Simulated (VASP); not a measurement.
# Ag (Im-3m) in VASP: single point with PBEsol

Aim: the single point of Ag with PBEsol.

All numbers are computed with VASP 6.6.1; they aren't measurements. Logs are shortened: lines on timing, memory, paths and dates and some standing lists are left out, and cuts for length are marked.

## (1) The cell of the first run

Symmetry: Im-3m, No. 229, cubic system. Conventional cell: a = 3.511 Å, b = 3.511 Å, c = 3.511 Å, α = 90.00°, β = 90.00°, γ = 90.00°. Within 4.0 Å of Ag (site symmetry m-3m) lie 14 Ag at 3.04 to 3.51 Å.

This isn't the form of Ag at room conditions, which is fcc.

## (2) Single point, PBEsol (Au replaced by Ag, lengths x 1.040, strained)

The input, INCAR:

```
SYSTEM = Ag
PREC = Accurate
ENCUT = 520
EDIFF = 1E-6
ISMEAR = 0
SIGMA = 0.1
LREAL = .False.
LASPH = .True.
NELM = 60
ALGO = Fast
ISIF = 2
LWAVE = .False.
LCHARG = .False.
GGA = PS
NBANDS = 12
```

The input, KPOINTS:

```
regular mesh
0
Gamma
  16 16 16
  0 0 0
```

The input, POSCAR:

```
Ag
1.0
   -1.7556728564      1.7556728564      1.7556728564
    1.7556728564     -1.7556728564      1.7556728564
    1.7556728564      1.7556728564     -1.7556728564
Ag
1
Direct
    0.0000000000      0.0000000000      0.0000000000
```

Potentials or basis: VASP PAW PBE potentials, release 64 (Ag).

Started as:

```sh
> cat potpaw_PBE.64/Ag/POTCAR > POTCAR
> mpirun -np 1 vasp_std > vasp.out
```

OUTCAR:

```text
SYSTEM = Ag
   PREC = Accurate
   ENCUT = 520
   EDIFF = 1E-6
   ISMEAR = 0
   LREAL = .False.
   LASPH = .True.
   NELM = 60
   ISIF = 2
   GGA = PS

 ion  position               nearest neighbor table
   1  0.000  0.000  0.000-

  LATTYP: Found a body centered cubic cell.
 ALAT       =     3.5113457128

  Lattice vectors:

 A1 = (  -1.7556728564,   1.7556728564,   1.7556728564)
 A2 = (   1.7556728564,  -1.7556728564,   1.7556728564)
 A3 = (   1.7556728564,   1.7556728564,  -1.7556728564)

Analysis of symmetry for initial positions (statically):
=====================================================================
 Subroutine PRICEL returns:
 Original cell was already a primitive cell.

 Routine SETGRP: Setting up the symmetry group for a
 body centered cubic supercell.

 Subroutine GETGRP returns: Found 48 space group operations
 (whereof 48 operations were pure point group operations)
 out of a pool of 48 trial point group operations.

The static configuration has the point symmetry O_h .

Analysis of symmetry for dynamics (positions and initial velocities):
=====================================================================
 Subroutine PRICEL returns:
 Original cell was already a primitive cell.

 Routine SETGRP: Setting up the symmetry group for a
 body centered cubic supercell.

 Subroutine GETGRP returns: Found 48 space group operations
 (whereof 48 operations were pure point group operations)
 out of a pool of 48 trial point group operations.

The dynamic configuration has the point symmetry O_h .

 Subroutine INISYM returns: Found 48 space group operations
 (whereof 48 operations are pure point group operations),
 and found     1 'primitive' translations

----------------------------------------------------------------------------------------

                                     Primitive cell

  volume of cell :      21.6467

  direct lattice vectors                    reciprocal lattice vectors
    -1.755672856  1.755672856  1.755672856     0.000000000  0.284791098  0.284791098
     1.755672856 -1.755672856  1.755672856     0.284791098  0.000000000  0.284791098
     1.755672856  1.755672856 -1.755672856     0.284791098  0.284791098  0.000000000

  length of vectors
     3.040914589  3.040914589  3.040914589     0.402755433  0.402755433  0.402755433

  position of ions in fractional coordinates (direct lattice)
     0.000000000  0.000000000  0.000000000

[... 82 lines left out ...]
   ISYM   =      2    0-nonsym 1-usesym 2-fastsym
   POTIM  = 0.5000    time-step for ionic-motion
   TEBEG  =    0.0;   TEEND  =   0.0 temperature during run
   PSTRESS=    0.0 pullay stress
   NELECT =      11.0000    total number of electrons
   NUPDOWN=      -1.0000    fix difference up-down
   EMIN   =  10.00;   EMAX   =-10.00  energy-range for DOS
   EFERMI =   0.00;   METHOD = LEGACY
   ISMEAR =     0;   SIGMA  =   0.10  broadening in eV -4-tet -1-fermi 0-gaus
   EFERMI_NEDOS =   21; number of points for ismear=-14 and -15
   IALGO  =     68    algorithm
   IMIX   =      4    mixing-type and parameters
     AMIX     =   0.40;   BMIX     =  1.00
     AMIX_MAG =   1.60;   BMIX_MAG =  1.00
  volume/ion in A,a.u.               =      21.65       146.08
  Fermi-wavevector in a.u.,A,eV,Ry     =   1.306398  2.468734 23.220729  1.706675
  Thomas-Fermi vector in A             =   2.437203
   LORBIT       =      0    0 simple, 1 ext, 2 COOP (PROOUT), +10 PAW based schemes
   GGA     = PS    functional components
   LHFCALC =     F    Hartree Fock is set to
   AEXX    =    0.0000 exact exchange contribution
   IVDW    =     0    specifies the selected vdW correction
   LEPSILON=     F    determine dielectric tensor
   LRPA    =     F    only Hartree local field effects (RPA)
 non-spin polarized calculation
 RMM-DIIS sequential band-by-band and
 Gauss-broadening in eV      SIGMA  =   0.10
  energy-cutoff  :      520.00
  volume of cell :       21.65
 maximum number of plane-waves:       603
   NGX = 11   NGY = 11   NGZ = 11

 number of electron      10.9999994 magnetization

 Free energy of the ion-electron system (eV)
  ---------------------------------------------------
  ext. energy  EPLUGINS =         0.00000000
  ---------------------------------------------------
  free energy    TOTEN  =        -2.98146591 eV

  energy without entropy =       -2.97990198  energy(sigma->0) =       -2.98068395

 E-fermi :   5.3601     XC(G=0): -11.0443

 val. band max:        5.3158733294   @ k =  -0.3750   0.4375   0.1250
 cond. band min:       5.3679966007   @ k =  -0.3125   0.3125   0.3125
 fundamental gap:      0.0521232713
 Fermi energy:         5.3601340571

 k-point     1 :       0.0000    0.0000    0.0000
  band No.  band energies     occupation
      1      -0.8936      2.00000
      2       1.2025      2.00000
      3       1.2025      2.00000
      4       1.2025      2.00000
      5       2.1063      2.00000
      6       2.1063      2.00000
      7      22.2838      0.00000
      8      22.2838      0.00000
      9      22.2838      0.00000
     10      25.3163      0.00000
     11      25.3163      0.00000
     12      25.3163      0.00000
[... 331 lines left out ...]
 k-point    24 :       0.2500    0.1875   -0.0000
  band No.  band energies     occupation
      1       0.6147      2.00000
      2       0.9470      2.00000
      3       1.5532      2.00000
      4       1.9598      2.00000
      5       2.2454      2.00000
      6       4.2299      2.00000
      7      12.6506      0.00000
      8      14.3469      0.00000
      9      18.4035      0.00000
     10      23.2340      0.00000
     11      25.5045      0.00000
     12      27.7777      0.00000

 [... further k-points ...]

------------------------ aborting loop because EDIFF is reached ----------------------------------------

  FORCE on cell =-STRESS in cart. coord.  units (eV):
  Direction    XX          YY          ZZ          XY          YZ          ZX
  --------------------------------------------------------------------------------------
  -------------------------------------------------------------------------------------
  Total       -1.9052942     -1.9052942     -1.9052942      0.0000000      0.0000000     -0.0000000
  in kB     -141.0203686   -141.0203686   -141.0203686      0.0000000      0.0000000     -0.0000000
  external PRESSURE =    -141.0203686 kB  Pullay stress =       0.0000000 kB

 VOLUME and BASIS-vectors are now :
 -----------------------------------------------------------------------------
  energy-cutoff  :      520.00
  volume of cell :       21.65
      direct lattice vectors                 reciprocal lattice vectors
    -1.755672856  1.755672856  1.755672856     0.000000000  0.284791098  0.284791098
     1.755672856 -1.755672856  1.755672856     0.284791098  0.000000000  0.284791098
     1.755672856  1.755672856 -1.755672856     0.284791098  0.284791098  0.000000000

 POSITION                                       TOTAL-FORCE (eV/Angst)
 -----------------------------------------------------------------------------------
      0.00000      0.00000      0.00000        -0.000000     -0.000000     -0.000000
 -----------------------------------------------------------------------------------
    total drift:                               -0.000000      0.000000      0.000000

  FREE ENERGIE OF THE ION-ELECTRON SYSTEM (eV)
  ---------------------------------------------------
  free  energy   TOTEN  =        -2.9814659065 eV

  energy  without entropy=       -2.9799019837  energy(sigma->0) =       -2.98068395
```

OSZICAR:

```text
N       E                     dE             d eps       ncg     rms          rms(c)
DAV:   1     0.503717686563E+02    0.50372E+02   -0.53091E+03  3544   0.801E+02
DAV:   2    -0.246248879224E+01   -0.52834E+02   -0.49707E+02  3980   0.182E+02
DAV:   3    -0.322326927458E+01   -0.76078E+00   -0.76025E+00  4100   0.238E+01
DAV:   4    -0.322564759736E+01   -0.23783E-02   -0.23782E-02  3884   0.138E+00
DAV:   5    -0.322566966403E+01   -0.22067E-04   -0.22066E-04  4048   0.123E-01    0.327E+00
RMM:   6    -0.298596073623E+01    0.23971E+00   -0.46511E-01  3485   0.595E+00    0.207E+00
RMM:   7    -0.298325752493E+01    0.27032E-02   -0.57261E-03  3776   0.831E-01    0.128E+00
RMM:   8    -0.298147510717E+01    0.17824E-02   -0.44953E-04  3909   0.229E-01    0.140E-01
RMM:   9    -0.298146432397E+01    0.10783E-04   -0.61370E-05  3982   0.677E-02    0.398E-02
RMM:  10    -0.298146561644E+01   -0.12925E-05   -0.11149E-05  3933   0.305E-02    0.369E-03
RMM:  11    -0.298146590649E+01   -0.29005E-06   -0.24998E-06  3175   0.109E-02
   1 F= -.29814659E+01 E0= -.29806839E+01  d E =-.156392E-02
```

Wall time 56 s (1 thread of AMD EPYC 7R43 (Zen 3), shared host); peak memory 0.12 GiB.

Results:

- Free energy: -2.9815 eV
- Pressure: -14.1 GPa
- Band gap on the k mesh: zero (an odd number of electrons rules out a gap without spin polarisation)

Levels at points of the mesh, in eV from the Fermi level:
```tsv
k point	band 1	band 2	band 3	band 4	band 5	band 6	band 7	band 8	band 9	band 10
(0.00, 0.00, 0.00)	-6.25	-4.16	-4.16	-4.16	-3.25	-3.25	16.92	16.92	16.92	19.96
(0.50, 0.00, 0.00)	-5.13	-4.67	-3.30	-3.19	-2.60	0.39	2.89	12.29	12.37	17.15
(0.50, 0.50, 0.50)	-5.07	-5.07	-2.76	-2.76	-2.76	6.16	6.16	6.16	9.67	11.53
```

Caveat: the cell differs from its parent crystal (Au replaced by Ag, lengths x 1.040, strained); the cell stands under tension; the PAW data sets were made with another functional, which shifts forces and pressure a little.
